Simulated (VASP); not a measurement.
# Nb (Im-3m) in VASP: further runs

Aim: see how the results for Nb move with the level of theory and the settings. Levels: PBEsol, PBE. Tasks: single point.

Everything below comes from runs of VASP 6.6.1. Logs are shortened: lines on timing, memory, paths and dates and some standing lists are left out, and cuts for length are marked.

## 1. The cell of the first run

It takes space group Im-3m (No. 229, cubic). The conventional cell has a = 3.328 Å, b = 3.328 Å, c = 3.328 Å, α = 90.00°, β = 90.00°, γ = 90.00°. Within 3.8 Å of Nb (site symmetry m-3m) lie 14 Nb at 2.88 to 3.33 Å.

## 2. Single point, PBEsol

INCAR reads:

```
SYSTEM = Nb
ALGO     = Fast           ! electronic algorithm
EDIFF    = 1E-6           ! SCF threshold, eV
ENCUT    = 520            ! plane-wave cutoff, eV
GGA      = PS             ! functional
ISIF     = 2              ! what is computed and relaxed
ISMEAR   = -1             ! smearing method
LASPH    = .True.         ! aspherical terms in the spheres
LCHARG   = .False.        ! write CHGCAR
LREAL    = .False.        ! projectors in reciprocal space
LWAVE    = .False.        ! write WAVECAR
NBANDS   = 12             ! bands
NELM     = 60             ! most SCF steps
PREC     = Accurate       ! precision mode
SIGMA    = 0.05           ! smearing width, eV
```

KPOINTS reads:

```
k-points
0
Gamma
  11 11 11
  0 0 0
```

POSCAR reads:

```
Nb
1.0
   -1.6639500000      1.6639500000      1.6639500000
    1.6639500000     -1.6639500000      1.6639500000
    1.6639500000      1.6639500000     -1.6639500000
Nb
1
Direct
    0.0000000000      0.0000000000      0.0000000000
```

Potentials or basis: VASP PAW PBE potentials, release 64 (Nb_sv).

Started as:

```
> cat potpaw_PBE.64/Nb_sv/POTCAR > POTCAR
> mpirun -np 1 vasp_std > vasp.out
```

OUTCAR:

```text
SYSTEM = Nb
   EDIFF = 1E-6
   ENCUT = 520
   GGA = PS
   ISIF = 2
   ISMEAR = -1
   LASPH = .True.
   LREAL = .False.
   NELM = 60
   PREC = Accurate

 ion  position               nearest neighbor table
   1  0.000  0.000  0.000-

  LATTYP: Found a body centered cubic cell.
 ALAT       =     3.3279000000

  Lattice vectors:

 A1 = (  -1.6639500000,   1.6639500000,   1.6639500000)
 A2 = (   1.6639500000,  -1.6639500000,   1.6639500000)
 A3 = (   1.6639500000,   1.6639500000,  -1.6639500000)

Analysis of symmetry for initial positions (statically):
=====================================================================
 Subroutine PRICEL returns:
 Original cell was already a primitive cell.

 Routine SETGRP: Setting up the symmetry group for a
 body centered cubic supercell.

 Subroutine GETGRP returns: Found 48 space group operations
 (whereof 48 operations were pure point group operations)
 out of a pool of 48 trial point group operations.

The static configuration has the point symmetry O_h .

Analysis of symmetry for dynamics (positions and initial velocities):
=====================================================================
 Subroutine PRICEL returns:
 Original cell was already a primitive cell.

 Routine SETGRP: Setting up the symmetry group for a
 body centered cubic supercell.

 Subroutine GETGRP returns: Found 48 space group operations
 (whereof 48 operations were pure point group operations)
 out of a pool of 48 trial point group operations.

The dynamic configuration has the point symmetry O_h .

 Subroutine INISYM returns: Found 48 space group operations
 (whereof 48 operations are pure point group operations),
 and found     1 'primitive' translations

----------------------------------------------------------------------------------------

                                     Primitive cell

  volume of cell :      18.4281

  direct lattice vectors                    reciprocal lattice vectors
    -1.663950000  1.663950000  1.663950000     0.000000000  0.300489798  0.300489798
     1.663950000 -1.663950000  1.663950000     0.300489798  0.000000000  0.300489798
     1.663950000  1.663950000 -1.663950000     0.300489798  0.300489798  0.000000000

  length of vectors
     2.882045941  2.882045941  2.882045941     0.424956748  0.424956748  0.424956748

  position of ions in fractional coordinates (direct lattice)
     0.000000000  0.000000000  0.000000000

  ion indices of the primitive-cell ions
   primitive index   ion index
                 1           1

----------------------------------------------------------------------------------------

 KPOINTS: k-points

Automatic generation of k-mesh.
 Grid dimensions read from file:
 generate k-points for:   11   11   11

 Generating k-lattice:

  Cartesian coordinates                     Fractional coordinates (reciprocal lattice)
     0.000000000  0.027317254  0.027317254     0.090909091  0.000000000  0.000000000
     0.027317254  0.000000000  0.027317254     0.000000000  0.090909091  0.000000000
     0.027317254  0.027317254  0.000000000     0.000000000  0.000000000  0.090909091

  Length of vectors
     0.038632432  0.038632432  0.038632432

  Shift w.r.t. Gamma in fractional coordinates (k-lattice)
     0.000000000  0.000000000  0.000000000

 Subroutine IBZKPT returns following result:
 ===========================================

 Found     56 irreducible k-points:

 Following reciprocal coordinates:
            Coordinates               Weight
  0.000000  0.000000  0.000000      1.000000
  0.090909  0.000000  0.000000     12.000000
  0.181818  0.000000  0.000000     12.000000
  0.272727  0.000000  0.000000     12.000000
  0.363636  0.000000  0.000000     12.000000
  0.454545  0.000000  0.000000     12.000000
[... 16 lines left out ...]
  0.272727  0.181818  0.090909     48.000000
  0.363636  0.181818  0.090909     24.000000
 [... further k-points ...]
   k-points           NKPTS =     56   k-points in BZ     NKDIM =     56   number of bands    NBANDS=     12
   number of dos      NEDOS =    301   number of ions     NIONS =      1
   total plane-waves  NPLWV =  13824
   dimension x,y,z NGX =    24 NGY =   24 NGZ =   24
   dimension x,y,z NGXF=    48 NGYF=   48 NGZF=   48
   ions per type =               1
   NGX,Y,Z   is equivalent  to a cutoff of  13.84, 13.84, 13.84 a.u.
   NGXF,Y,Z  is equivalent  to a cutoff of  27.69, 27.69, 27.69 a.u.
 SYSTEM =  Nb
   PREC   = accura    normal or accurate (medium, high low for compatibility)
   ISTART =      0    job   : 0-new  1-cont  2-samecut
   ICHARG =      2    charge: 1-file 2-atom 10-const
   ISPIN  =      1    spin polarized calculation?
   LNONCOLLINEAR =      F non collinear calculations
   LSORBIT =      F    spin-orbit coupling
   LASPH  =      T    aspherical Exc in radial PAW
   ENCUT  =  520.0 eV  38.22 Ry    6.18 a.u.   5.36  5.36  5.36*2*pi/ulx,y,z
   NELM   =     60;   NELMIN=  2; NELMDL= -5     # of ELM steps
   EDIFF  = 0.1E-05   stopping-criterion for ELM
   LREAL  =      F    real-space projection
   EDIFFG = 0.1E-04   stopping-criterion for IOM
   NSW    =      0    number of steps for IOM
   IBRION =     -1    ionic relax: 0-MD 1-quasi-New 2-CG
   NFREE  =      0    steps in history (QN), initial steepest desc. (CG)
   ISIF   =      2    stress and relaxation
   ISYM   =      2    0-nonsym 1-usesym 2-fastsym
   POTIM  = 0.5000    time-step for ionic-motion
   TEBEG  =    0.0;   TEEND  =   0.0 temperature during run
   PSTRESS=    0.0 pullay stress
   NELECT =      13.0000    total number of electrons
   NUPDOWN=      -1.0000    fix difference up-down
   EMIN   =  10.00;   EMAX   =-10.00  energy-range for DOS
   EFERMI =   0.00;   METHOD = LEGACY
   ISMEAR =    -1;   SIGMA  =   0.05  broadening in eV -4-tet -1-fermi 0-gaus
   EFERMI_NEDOS =   21; number of points for ismear=-14 and -15
   IALGO  =     68    algorithm
   IMIX   =      4    mixing-type and parameters
     AMIX     =   0.40;   BMIX     =  1.00
     AMIX_MAG =   1.60;   BMIX_MAG =  1.00
  volume/ion in A,a.u.               =      18.43       124.36
  Fermi-wavevector in a.u.,A,eV,Ry     =   1.457345  2.753983 28.896790  2.123854
  Thomas-Fermi vector in A             =   2.574157
   LORBIT       =      0    0 simple, 1 ext, 2 COOP (PROOUT), +10 PAW based schemes
   GGA     = PS    functional components
   LHFCALC =     F    Hartree Fock is set to
   AEXX    =    0.0000 exact exchange contribution
   IVDW    =     0    specifies the selected vdW correction
   LEPSILON=     F    determine dielectric tensor
   LRPA    =     F    only Hartree local field effects (RPA)
 non-spin polarized calculation
 RMM-DIIS sequential band-by-band and
  energy-cutoff  :      520.00
  volume of cell :       18.43
 maximum number of plane-waves:       531
 NGX is ok and might be reduce to    24
   NGX = 11   NGY = 11   NGZ = 11

 number of electron      12.9999999 magnetization

 Free energy of the ion-electron system (eV)
  ---------------------------------------------------
  ext. energy  EPLUGINS =         0.00000000
  ---------------------------------------------------
  free energy    TOTEN  =       -10.92700918 eV

  energy without entropy =      -10.91251876  energy(sigma->0) =      -10.91976397

 E-fermi :  10.6864     XC(G=0): -12.5133

 val. band max:       10.6831909480   @ k =  -0.1818   0.1818   0.0909
 cond. band min:      10.7420499905   @ k =   0.0909   0.0909   0.0000
 fundamental gap:      0.0588590425
 Fermi energy:        10.6864092508

 k-point     1 :       0.0000    0.0000    0.0000
  band No.  band energies     occupation
      1     -43.5867      2.00000
      2     -18.9480      2.00000
      3     -18.9480      2.00000
      4     -18.9480      2.00000
      5       4.7985      2.00000
      6      11.0937      0.00058
      7      11.0937      0.00058
      8      11.0937      0.00058
      9      13.9274      0.00000
     10      13.9274      0.00000
     11      24.8786      0.00000
     12      24.8786      0.00000

 k-point     2 :       0.0909    0.0000    0.0000
  band No.  band energies     occupation
      1     -43.5692      2.00000
      2     -19.0563      2.00000
      3     -18.9810      2.00000
      4     -18.9487      2.00000
      5       5.1277      2.00000
      6      10.8952      0.03025
      7      11.0384      0.00175
      8      11.4106      0.00000
      9      13.6483      0.00000
     10      13.9308      0.00000
     11      25.1324      0.00000
     12      25.4493      0.00000

 k-point     3 :       0.1818    0.0000    0.0000
  band No.  band energies     occupation
      1     -43.5218      2.00000
      2     -19.3401      2.00000
      3     -19.0688      2.00000
      4     -18.9510      2.00000
      5       5.9905      2.00000
      6      10.4103      1.99204
      7      10.7837      0.25009
      8      12.3286      0.00000
      9      13.3443      0.00000
     10      13.9768      0.00000
     11      25.4295      0.00000
     12      26.7103      0.00000

 k-point     4 :       0.2727    0.0000    0.0000
  band No.  band energies     occupation
      1     -43.4590      2.00000
      2     -19.6978      2.00000
      3     -19.1817      2.00000
      4     -18.9541      2.00000
      5       6.9131      2.00000
      6       9.8552      2.00000
      7      10.6558      1.29677
      8      13.4995      0.00000
      9      13.7409      0.00000
     10      14.1249      0.00000
     11      24.6618      0.00000
     12      26.0380      0.00000

 k-point     5 :       0.3636    0.0000    0.0000
  band No.  band energies     occupation
      1     -43.4006      2.00000
      2     -20.0141      2.00000
      3     -19.2835      2.00000
      4     -18.9571      2.00000
      5       7.2010      2.00000
      6       9.4043      2.00000
      7      11.4616      0.00000
      8      13.8462      0.00000
      9      14.3681      0.00000
     10      15.4048      0.00000
     11      23.3020      0.00000
     12      24.1157      0.00000
[... 228 lines left out ...]
      1     -43.5520      2.00000
      2     -19.0937      2.00000
      3     -19.0146      2.00000
      4     -19.0146      2.00000
      5       5.4469      2.00000
      6      11.0446      0.00155
      7      11.0446      0.00155
      8      11.3920      0.00000
      9      13.0122      0.00000
     10      14.2506      0.00000
     11      25.7393      0.00000
     12      25.9918      0.00000

 k-point    22 :       0.1818    0.1818    0.0909
  band No.  band energies     occupation
      1     -43.3962      2.00000
      2     -19.9321      2.00000
      3     -19.2728      2.00000
      4     -19.1185      2.00000
      5       8.3848      2.00000
      6       9.4161      2.00000
      7       9.6528      2.00000
      8      13.9535      0.00000
      9      14.4277      0.00000
     10      16.9091      0.00000
     11      24.1674      0.00000
     12      25.0751      0.00000

 k-point    23 :       0.2727    0.1818    0.0909
  band No.  band energies     occupation
      1     -43.3619      2.00000
      2     -19.9938      2.00000
      3     -19.4414      2.00000
      4     -19.1502      2.00000
      5       8.4595      2.00000
      6       9.2497      2.00000
      7      10.4541      1.98100
      8      14.1830      0.00000
      9      14.6309      0.00000
     10      18.6903      0.00000
     11      21.9472      0.00000
     12      23.7908      0.00000

 k-point    24 :       0.3636    0.1818    0.0909
  band No.  band energies     occupation
      1     -43.3491      2.00000
      2     -19.9988      2.00000
      3     -19.5253      2.00000
      4     -19.1591      2.00000
      5       8.3742      2.00000
      6       9.1950      2.00000
      7      11.0077      0.00323
      8      14.3008      0.00000
      9      14.6954      0.00000
     10      19.5730      0.00000
     11      20.8747      0.00000
     12      23.2295      0.00000

 [... further k-points ...]

------------------------ aborting loop because EDIFF is reached ----------------------------------------

  FORCE on cell =-STRESS in cart. coord.  units (eV):
  Direction    XX          YY          ZZ          XY          YZ          ZX
  --------------------------------------------------------------------------------------
  -------------------------------------------------------------------------------------
  Total       -0.9647111     -0.9647111     -0.9647111      0.0000000     -0.0000000     -0.0000000
  in kB      -83.8739413    -83.8739413    -83.8739413      0.0000000     -0.0000000     -0.0000000
  external PRESSURE =     -83.8739413 kB  Pullay stress =       0.0000000 kB

 VOLUME and BASIS-vectors are now :
 -----------------------------------------------------------------------------
  energy-cutoff  :      520.00
  volume of cell :       18.43
      direct lattice vectors                 reciprocal lattice vectors
    -1.663950000  1.663950000  1.663950000     0.000000000  0.300489798  0.300489798
     1.663950000 -1.663950000  1.663950000     0.300489798  0.000000000  0.300489798
     1.663950000  1.663950000 -1.663950000     0.300489798  0.300489798  0.000000000

 POSITION                                       TOTAL-FORCE (eV/Angst)
 -----------------------------------------------------------------------------------
      0.00000      0.00000      0.00000         0.000000     -0.000000     -0.000000
 -----------------------------------------------------------------------------------
    total drift:                                0.000000      0.000000      0.000000

  FREE ENERGIE OF THE ION-ELECTRON SYSTEM (eV)
  ---------------------------------------------------
  free  energy   TOTEN  =       -10.9270091771 eV

  energy  without entropy=      -10.9125187587  energy(sigma->0) =      -10.91976397
```

Run time: 19 s. Hardware: 1 thread of Intel Xeon Platinum 8259CL at 2.50GHz (Skylake/Cascade Lake), shared host; peak memory 0.14 GiB.

Results:

```
Free energy : -10.9270 eV
Pressure    : -8.4 GPa
```

Caveat: the PAW data sets were made with another functional, which shifts forces and pressure a little.

(Continued in part 2 of 2.)
